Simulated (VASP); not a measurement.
Set up this calculation in VASP 6.6.1, as the native input.

| Item | Value |
| --- | --- |
| Task | single point |
| Functional | r2SCAN |
| Potentials or basis | VASP PAW PBE potentials, release 64 (Sb) |
| Cutoff | 520 eV |
| k mesh | 10 × 10 × 10 |
| Occupations | gaussian, width 0.1 eV |
| Spin | no spin polarisation |
| Dipole correction | no |
| Further INCAR settings | ALGO = Normal; EDIFF = 1e-06; NBANDS = 8 |

Sb:

```
Sb
1.0
    -1.89179    1.89179    1.89179
     1.89179   -1.89179    1.89179
     1.89179    1.89179   -1.89179
Sb
1
Direct
  0.00000 0.00000 0.00000
```

These files were run (other wordings do the same):

POSCAR

```
Sb
1.0
   -1.8917908998      1.8917908998      1.8917908998
    1.8917908998     -1.8917908998      1.8917908998
    1.8917908998      1.8917908998     -1.8917908998
Sb
1
Direct
    0.0000000000      0.0000000000      0.0000000000
```

INCAR.step1

```
SYSTEM = Sb
PREC = Accurate
ENCUT = 520
ISMEAR = 0
SIGMA = 0.1
LREAL = .False.
LASPH = .True.
NELM = 80
NBANDS = 8
GGA = PE
ALGO = Normal
EDIFF = 1E-4
LWAVE = .True.
LCHARG = .False.
```

INCAR.step2

```
SYSTEM = Sb
PREC = Accurate
ENCUT = 520
EDIFF = 1E-6
ISMEAR = 0
SIGMA = 0.1
LREAL = .False.
LASPH = .True.
NELM = 80
ALGO = Normal
ISIF = 2
LWAVE = .False.
LCHARG = .False.
METAGGA = R2SCAN
LMIXTAU = .True.
NBANDS = 8
ISTART = 1
```

KPOINTS

```
Automatic mesh
0
Gamma
  10 10 10
  0 0 0
```

Potentials or basis: VASP PAW PBE potentials, release 64 (Sb).

The run is started by

```bash
$ cat potpaw_PBE.64/Sb/POTCAR > POTCAR
$ cp INCAR.step1 INCAR
$ mpirun -np 1 vasp_std > vasp.out
$ cp INCAR.step2 INCAR
$ mpirun -np 1 vasp_std > vasp.out
```

It gave:

```yaml
Pressure: 0.2 GPa
```

Caveat: the PAW data sets were made with another functional, which shifts forces and pressure a little.

It took 32 s on 1 thread of Intel Xeon 8259CL (shared host), peak memory 0.14 GiB.
